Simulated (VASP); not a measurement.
Write the native input for VASP 6.6.1 that does the following.

- Task: relaxation of cell and atoms
- Functional: PBE
- Potentials or basis: VASP PAW PBE potentials, release 64 (Ti_sv, B, N)
- Cutoff: 600 eV
- k mesh: 6 × 6 × 4
- Occupations: gaussian, width 0.1 eV
- Spin: no spin polarisation
- Dipole correction: no
- Further INCAR settings: ALGO = Normal; EDIFF = 1e-06; IBRION = 2; EDIFFG = -0.04; NSW = 90; ISIF = 3

The structure of TiB2N3 lies in POSCAR:

```
TiB2N3
1.0
    2.8003686941      0.0000000000      0.0000000000
    0.0000000000      2.8003686941      0.0000000000
    0.0000000000      0.0000000000      6.6702798289
Ti B N
1 2 3
Direct
    0.5000000000      0.5000000000      0.5000000000
    0.5000000000      0.5000000000      0.8764174999
    0.5000000000      0.5000000000      0.1235825001
    0.0000000000      0.0000000000      0.0000000000
    0.0000000000      0.0000000000      0.6058304491
    0.0000000000      0.0000000000      0.3941695509
```

These files were run (other wordings do the same):

INCAR

```
PREC     = Accurate       # precision mode
ENCUT    = 600            # plane-wave cutoff, eV
EDIFF    = 1E-6           # SCF threshold, eV
ISMEAR   = 0              # smearing method
SIGMA    = 0.1            # smearing width, eV
LREAL    = False          # projectors in reciprocal space
LASPH    = True           # aspherical terms in the spheres
NELM     = 80             # most SCF steps
ALGO     = Normal         # electronic algorithm
ISIF     = 3              # what is computed and relaxed
LWAVE    = False          # write WAVECAR
LCHARG   = False          # write CHGCAR
GGA      = PE             # functional
IBRION   = 2              # ionic algorithm
NSW      = 90             # ionic steps
EDIFFG   = -0.04          # ionic threshold
```

KPOINTS

```
Automatic mesh
0
Gamma
  6 6 4
```

Potentials or basis: VASP PAW PBE potentials, release 64 (Ti_sv, B, N).

Run with:

```bash
$ cat potpaw_PBE.64/Ti_sv/POTCAR potpaw_PBE.64/B/POTCAR potpaw_PBE.64/N/POTCAR > POTCAR
$ mpirun -np 1 vasp_std > vasp.out
```

It gave:

| Property | Result |
| --- | --- |
| Relaxed volume | 8.69 Å³/atom |
| Relaxed cell | a = 2.806 Å, b = 2.806 Å, c = 6.628 Å, α = 90.00°, β = 90.00°, γ = 90.00° |
| Space group after relaxing (to 0.05 Å) | P4/mmm (No. 123) |
| Energy gained by relaxing | 0.6 meV/atom |
| Ionic steps | 4 |
| Pressure after relaxing | -0.2 GPa |
| Largest force after relaxing | 0.022 eV/Å |

Caveat: the k points lie up to 0.37 Å⁻¹ apart in the final cell.

Wall time 2.6 min on 1 thread of AMD EPYC 7R43 64-Core Processor (Zen 3), with other jobs on the host, peak memory 0.16 GiB.
